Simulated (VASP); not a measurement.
Write the native input for VASP 6.6.1 that does the following.

- Task: single point
- Functional: PBEsol
- Potentials or basis: VASP PAW PBE potentials, release 64 (Ga_d, Co)
- Cutoff: 520 eV
- k mesh: 16 × 16 × 16
- Occupations: gaussian, width 0.15 eV
- Spin: no spin polarisation
- Dipole correction: no
- Further INCAR settings: ALGO = Normal; EDIFF = 1e-07; NBANDS = 18

The structure of GaCo lies in POSCAR:

```
GaCo
1.0
    2.9984240000      0.0000000000      0.0000000000
    0.0000000000      2.9984240000      0.0000000000
    0.0000000000      0.0000000000      2.9984240000
Ga Co
1 1
Direct
    0.5000000000      0.5000000000      0.5000000000
    0.0000000000      0.0000000000      0.0000000000
```

This cell differs from its parent crystal: strain +0.040 along x and y, +0.040 along z.

One way to write it, as run:

INCAR

```
SYSTEM = GaCo
PREC     = Accurate       ! precision mode
ENCUT    = 520            ! plane-wave cutoff, eV
EDIFF    = 1E-7           ! SCF threshold, eV
ISMEAR   = 0              ! smearing method
SIGMA    = 0.15           ! smearing width, eV
LREAL    = .False.        ! projectors in reciprocal space
LASPH    = .True.         ! aspherical terms in the spheres
NELM     = 100            ! most SCF steps
ALGO     = Normal         ! electronic algorithm
ISIF     = 2              ! what is computed and relaxed
LWAVE    = .False.        ! write WAVECAR
LCHARG   = .True.         ! write CHGCAR
GGA      = PS             ! functional
LELF     = .True.         ! ELF
LVHAR    = .True.       
NBANDS   = 18             ! bands
```

KPOINTS

```
regular mesh
0
Gamma
  16 16 16
  0 0 0
```

Potentials or basis: VASP PAW PBE potentials, release 64 (Ga_d, Co).

The run is started by

```console
$ cat potpaw_PBE.64/Ga_d/POTCAR potpaw_PBE.64/Co/POTCAR > POTCAR
$ mpirun -np 1 vasp_std > vasp.out
```

Results of the run:

The pressure is -22.0 GPa and the band gap on the k mesh is zero (band 11 reaches 8.94 eV, above the bottom of band 12 at 7.83 eV).

Caveat: the cell differs from its parent crystal (strain +0.040 along x and y, +0.040 along z); the PAW data sets were made with another functional, which shifts forces and pressure a little.

Wall time 35 s on 1 thread of AMD EPYC 9R45 (Zen 5) (shared host), peak memory 0.17 GiB.
